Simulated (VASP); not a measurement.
Here is a VASP 6.6.1 calculation.

File INCAR:

```
SYSTEM = P
PREC = Accurate
ENCUT = 520
EDIFF = 1E-6
ISMEAR = 0
SIGMA = 0.05
LREAL = .False.
LASPH = .True.
NELM = 100
ALGO = Fast
ISIF = 2
LWAVE = .False.
LCHARG = .False.
GGA = PS
NBANDS = 18
```

The input KPOINTS:

```
regular mesh
0
Gamma
  8 1 6
  0 0 0
```

The input POSCAR:

```
P
1.0
    3.2837277200      0.0000000000      0.0000000000
    0.0000000000     34.8570309900      0.0000000000
    0.0000000000      0.0000000000      4.6320847100
P
4
Direct
   -0.0135043628      0.9768789430      0.5014684802
    0.0288436538      0.0199056009      0.4951176825
    0.4055538088      0.0352731838      0.0814735225
    0.5791069002      0.9679422723      0.9219403147
```

Potentials or basis: VASP PAW PBE potentials, release 64 (P).

Command:

```sh
$ cat potpaw_PBE.64/P/POTCAR > POTCAR
$ mpirun -np 1 vasp_std > vasp.out
```

Estimate the largest force.

40.202 eV/Å.

What does it give for the band gap on the k mesh?

Zero (bands 10 and 11 overlap by 1.48 eV).

Forces on the atoms (eV/Å):
```
P    -3.887 -39.720   1.798
P     3.821  39.982  -1.745
P     0.224  -1.461  -0.037
P    -0.158   1.199  -0.016
```

Caveat: the cell differs from its parent crystal (atoms moved at random); there is no dipole correction, which matters where the two faces differ; the PAW data sets were made with another functional, which shifts forces and pressure a little.
